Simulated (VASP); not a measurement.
# C (Im-3m) in VASP: notebook, part 2 of 2

VASP 6.6.1. Earlier steps stand in the parts before.

### Step 3. Relaxation of cell and atoms, PBE

This run uses another cell than the first one, of 6.74 Å³/atom, 1.009 times its volume.

INCAR reads:

```
SYSTEM = C
PREC = Accurate ; ENCUT = 600
EDIFF = 1E-7 ; ISMEAR = 0
SIGMA = 0.02 ; LREAL = .FALSE.
LASPH = .TRUE. ; NELM = 100
ALGO = Normal ; ISIF = 3
LWAVE = .FALSE. ; LCHARG = .FALSE.
GGA = PE ; IBRION = 2
NSW = 80 ; EDIFFG = -0.03
```

KPOINTS reads:

```
Automatic mesh
0
G
  25 25 25
  0 0 0
```

POSCAR reads:

```
C
1.0
    1.1900000000      1.1900000000      1.1900000000
   -1.1900000000      1.1900000000      1.1900000000
   -1.1900000000     -1.1900000000      1.1900000000
C
1
Direct
    0.0000000000      0.0000000000      0.0000000000
```

Potentials or basis: VASP PAW PBE potentials, release 64 (C).

The run is started by

```bash
$ cat potpaw_PBE.64/C/POTCAR > POTCAR
$ mpirun -np 1 vasp_std > vasp.out
```

OUTCAR:

```text
SYSTEM = C
   PREC = Accurate
   ENCUT = 600
   EDIFF = 1E-7
   ISMEAR = 0
   LREAL = .FALSE.
   LASPH = .TRUE.
   NELM = 100
   ISIF = 3
   GGA = PE
   IBRION = 2
   NSW = 80
   EDIFFG = -0.03

 ion  position               nearest neighbor table
   1  0.000  0.000  0.000-

  LATTYP: Found a body centered cubic cell.
 ALAT       =     2.3800000000

  Lattice vectors:

 A1 = (   1.1900000000,  -1.1900000000,  -1.1900000000)
 A2 = (   1.1900000000,   1.1900000000,   1.1900000000)
 A3 = (  -1.1900000000,  -1.1900000000,   1.1900000000)

Analysis of symmetry for initial positions (statically):
=====================================================================
 Subroutine PRICEL returns:
 Original cell was already a primitive cell.

 Routine SETGRP: Setting up the symmetry group for a
 body centered cubic supercell.

 Subroutine GETGRP returns: Found 48 space group operations
[... 9 lines left out ...]

 Routine SETGRP: Setting up the symmetry group for a
 body centered cubic supercell.

 Subroutine GETGRP returns: Found 48 space group operations
[... 11 lines left out ...]
                                     Primitive cell

  volume of cell :       6.7406

  direct lattice vectors                    reciprocal lattice vectors
     1.190000000  1.190000000  1.190000000     0.420168067  0.000000000  0.420168067
    -1.190000000  1.190000000  1.190000000    -0.420168067  0.420168067  0.000000000
    -1.190000000 -1.190000000  1.190000000     0.000000000 -0.420168067  0.420168067

  length of vectors
     2.061140461  2.061140461  2.061140461     0.594207379  0.594207379  0.594207379

  position of ions in fractional coordinates (direct lattice)
     0.000000000  0.000000000  0.000000000

  ion indices of the primitive-cell ions
   primitive index   ion index
                 1           1

----------------------------------------------------------------------------------------

 KPOINTS: Automatic mesh

Automatic generation of k-mesh.
 Grid dimensions read from file:
 generate k-points for:   25   25   25

 Generating k-lattice:

  Cartesian coordinates                     Fractional coordinates (reciprocal lattice)
     0.016806723  0.000000000  0.016806723     0.040000000  0.000000000  0.000000000
    -0.016806723  0.016806723  0.000000000     0.000000000  0.040000000  0.000000000
     0.000000000 -0.016806723  0.016806723     0.000000000  0.000000000  0.040000000

  Length of vectors
     0.023768295  0.023768295  0.023768295

  Shift w.r.t. Gamma in fractional coordinates (k-lattice)
     0.000000000  0.000000000  0.000000000

 Subroutine IBZKPT returns following result:
 ===========================================

 Found    455 irreducible k-points:

 Following reciprocal coordinates:
            Coordinates               Weight
  0.000000  0.000000  0.000000      1.000000
  0.040000  0.000000  0.000000     12.000000
  0.080000  0.000000  0.000000     12.000000
  0.120000  0.000000  0.000000     12.000000
  0.160000  0.000000  0.000000     12.000000
[... 67 lines left out ...]
   LEPSILON=     F    determine dielectric tensor
   LRPA    =     F    only Hartree local field effects (RPA)
 conjugate gradient relaxation of ions
 non-spin polarized calculation
 Gauss-broadening in eV      SIGMA  =   0.02
  energy-cutoff  :      600.00
  volume of cell :        6.74
 maximum number of plane-waves:       236
   NGX =  9   NGY =  9   NGZ =  9

--------------------------------------- Ionic step        1  -------------------------------------------

 number of electron       4.0000000 magnetization

 Free energy of the ion-electron system (eV)
  ---------------------------------------------------
  ext. energy  EPLUGINS =         0.00000000
  ---------------------------------------------------
  free energy    TOTEN  =        -4.87487204 eV

  energy without entropy =       -4.87475545  energy(sigma->0) =       -4.87481374

------------------------ aborting loop because EDIFF is reached ----------------------------------------

  FORCE on cell =-STRESS in cart. coord.  units (eV):
  Direction    XX          YY          ZZ          XY          YZ          ZX
  --------------------------------------------------------------------------------------
  -------------------------------------------------------------------------------------
  Total       -0.0668835     -0.0668835     -0.0668835     -0.0000000      0.0000000     -0.0000000
  in kB      -15.8974850    -15.8974850    -15.8974850     -0.0000000      0.0000000     -0.0000000
  external PRESSURE =     -15.8974850 kB  Pullay stress =       0.0000000 kB

 VOLUME and BASIS-vectors are now :
 -----------------------------------------------------------------------------
  energy-cutoff  :      600.00
  volume of cell :        6.74
      direct lattice vectors                 reciprocal lattice vectors
     1.190000000  1.190000000  1.190000000     0.420168067  0.000000000  0.420168067
    -1.190000000  1.190000000  1.190000000    -0.420168067  0.420168067  0.000000000
    -1.190000000 -1.190000000  1.190000000     0.000000000 -0.420168067  0.420168067

 POSITION                                       TOTAL-FORCE (eV/Angst)
 -----------------------------------------------------------------------------------
      0.00000      0.00000      0.00000         0.000000     -0.000000      0.000000
 -----------------------------------------------------------------------------------
    total drift:                                0.000000     -0.000000      0.000000

  FREE ENERGIE OF THE ION-ELECTRON SYSTEM (eV)
  ---------------------------------------------------
  free  energy   TOTEN  =        -4.8748720395 eV

  energy  without entropy=       -4.8747554452  energy(sigma->0) =       -4.87481374

--------------------------------------- Ionic step        2  -------------------------------------------

 number of electron       4.0000000 magnetization

 Free energy of the ion-electron system (eV)
  ---------------------------------------------------
  ext. energy  EPLUGINS =         0.00000000
  ---------------------------------------------------
  free energy    TOTEN  =        -4.87518744 eV

  energy without entropy =       -4.87511193  energy(sigma->0) =       -4.87514968

 E-fermi :   8.4967     XC(G=0): -13.1291

 val. band max:        8.4831509308   @ k =  -0.4800   0.2800   0.2000
 cond. band min:       8.5104176783   @ k =   0.4000   0.1600   0.0000
 fundamental gap:      0.0272667474
 Fermi energy:         8.4966683222

 k-point     1 :       0.0000    0.0000    0.0000
  band No.  band energies     occupation
      1     -11.1116      2.00000
      2      17.5871      0.00000
      3      17.5871      0.00000
      4      17.5871      0.00000
      5      41.7580      0.00000
      6      41.7580      0.00000
[... 199 lines left out ...]
 k-point    24 :       0.4800    0.0400   -0.0000
  band No.  band energies     occupation
      1      -1.7855      2.00000
      2       1.5603      2.00000
      3      12.8390      0.00000
      4      16.0433      0.00000
      5      30.3906      0.00000
      6      31.6120      0.00000

 [... further k-points ...]

------------------------ aborting loop because EDIFF is reached ----------------------------------------

  FORCE on cell =-STRESS in cart. coord.  units (eV):
  Direction    XX          YY          ZZ          XY          YZ          ZX
  --------------------------------------------------------------------------------------
  -------------------------------------------------------------------------------------
  Total        0.0033692      0.0033692      0.0033692     -0.0000000      0.0000000      0.0000000
  in kB        0.8086228      0.8086228      0.8086228     -0.0000000      0.0000000      0.0000000
  external PRESSURE =       0.8086228 kB  Pullay stress =       0.0000000 kB

 VOLUME and BASIS-vectors are now :
 -----------------------------------------------------------------------------
  energy-cutoff  :      600.00
  volume of cell :        6.68
      direct lattice vectors                 reciprocal lattice vectors
     1.186160304  1.186160304  1.186160304     0.421528185  0.000000000  0.421528185
    -1.186160304  1.186160304  1.186160304    -0.421528185  0.421528185  0.000000000
    -1.186160304 -1.186160304  1.186160304     0.000000000 -0.421528185  0.421528185

 POSITION                                       TOTAL-FORCE (eV/Angst)
 -----------------------------------------------------------------------------------
     -1.18616      1.18616      1.18616        -0.000000      0.000000      0.000000
 -----------------------------------------------------------------------------------
    total drift:                               -0.000000      0.000000      0.000000

  FREE ENERGIE OF THE ION-ELECTRON SYSTEM (eV)
  ---------------------------------------------------
  free  energy   TOTEN  =        -4.8751874409 eV

  energy  without entropy=       -4.8751119276  energy(sigma->0) =       -4.87514968

 reached required accuracy - stopping structural energy minimisation
```

OSZICAR:

```text
N       E                     dE             d eps       ncg     rms          rms(c)
DAV:   1    -0.143775043034E+01   -0.14378E+01   -0.26647E+03  5730   0.731E+02
DAV:   2    -0.484323103260E+01   -0.34055E+01   -0.30405E+01  7224   0.499E+01
DAV:   3    -0.487106092216E+01   -0.27830E-01   -0.27515E-01  6234   0.493E+00
DAV:   4    -0.487108415355E+01   -0.23231E-04   -0.23230E-04  7584   0.130E-01
DAV:   5    -0.487108416883E+01   -0.15285E-07   -0.15968E-07  6174   0.198E-03    0.933E-01
DAV:   6    -0.487326467714E+01   -0.21805E-02   -0.72239E-04  6342   0.242E-01    0.550E-01
DAV:   7    -0.487486338391E+01   -0.15987E-02   -0.15293E-03  6480   0.358E-01    0.343E-02
DAV:   8    -0.487487228241E+01   -0.88985E-05   -0.32494E-05  6594   0.552E-02    0.271E-03
DAV:   9    -0.487487212412E+01    0.15829E-06   -0.16098E-07  5682   0.385E-03    0.258E-03
DAV:  10    -0.487487203948E+01    0.84637E-07   -0.17673E-08  3468   0.160E-03
   1 F= -.48748720E+01 E0= -.48748137E+01  d E =-.487487E+01
       N       E                     dE             d eps       ncg     rms          rms(c)
DAV:   1    -0.487546814379E+01   -0.59602E-03   -0.17305E-02  5460   0.112E+00    0.113E-01
DAV:   2    -0.487527023884E+01    0.19790E-03   -0.13219E-04  5826   0.112E-01    0.602E-02
DAV:   3    -0.487518753259E+01    0.82706E-04   -0.15219E-04  5460   0.934E-02    0.690E-03
DAV:   4    -0.487518744091E+01    0.91686E-07   -0.18421E-07  6024   0.617E-03
   2 F= -.48751874E+01 E0= -.48751497E+01  d E =-.315401E-03
```

CONTCAR:

```text
C
   1.00000000000000
     1.1861603037466715    1.1861603037466715    1.1861603037466715
    -1.1861603037466715    1.1861603037466715    1.1861603037466715
    -1.1861603037466715   -1.1861603037466715    1.1861603037466715
  C
     1
Direct
     0.0000000000000000    1.0000000000000000    0.0000000000000000

  0.00000000E+00  0.00000000E+00  0.00000000E+00
```

It took 6.2 s on 1 thread of Intel Xeon 6975P-C, shared host; peak memory 0.13 GiB.

Results:

* Free energy: -4.8752 eV
* Relaxed volume: 6.68 Å³/atom
* Relaxed cell: a = 2.054 Å, b = 2.054 Å, c = 2.054 Å, α = 70.53°, β = 109.47°, γ = 70.53°
* Space group after relaxing (to 0.05 Å): Im-3m (No. 229)
* Energy gained by relaxing: 0.3 meV/atom
* Ionic steps: 2
* Pressure after relaxing: 0.1 GPa
* Band gap on the k mesh: zero (band 2 reaches 17.59 eV, above the bottom of band 3 at 3.54 eV)

Step by step:
```csv
step,energy change (eV),largest force (eV/Å),pressure (GPa),volume (Å³)
1,0.0000,0.0000,-1.59,6.74
2,-0.0003,0.0000,0.08,6.68
```

Final structure:
```
C
1.0
     1.18616    1.18616    1.18616
    -1.18616    1.18616    1.18616
    -1.18616   -1.18616    1.18616
C
1
Cartesian
  -1.1862 1.1862 1.1862
```
